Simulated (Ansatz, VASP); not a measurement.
SiNi2 in VASP and in Ansatz

```
CELL_PARAMETERS angstrom
0.00000 2.65921 2.65921
2.65921 0.00000 2.65921
2.65921 2.65921 0.00000
ATOMIC_POSITIONS crystal
Si 0.50000 0.50000 0.50000
Ni 0.75000 0.75000 0.75000
Ni 0.25000 0.25000 0.25000
```

Alike in both runs: functional PBE; k mesh 16 × 16 × 16; occupations gaussian, width 0.1 eV; no spin polarisation.

Ansatz relaxed the structure, and its values are those at the end. VASP's run is a single point on that final structure, the one shown.

|  | VASP | Ansatz |
| --- | --- | --- |
| version | VASP 6.6.1 | Ansatz 0.2.0 |
| potentials or method | VASP PAW PBE potentials, release 64 (Si, Ni), cutoff 600 eV | scalar-relativistic, plane waves, PAW |
| valence electrons in the cell | 24 | 40 |

Ansatz gave:

* gap on the k mesh at the Fermi level (eV): none
* pressure (GPa): 0.0

Q: Which values does VASP return?

A: gap on the k mesh at the Fermi level (eV): none; pressure (GPa): 0.3.

A gap of «none» marks a metal or a gap that the smearing closes. VASP's potentials hold 24 valence electrons a cell and Ansatz's 40, so a difference there can come from the potentials and not from the codes.
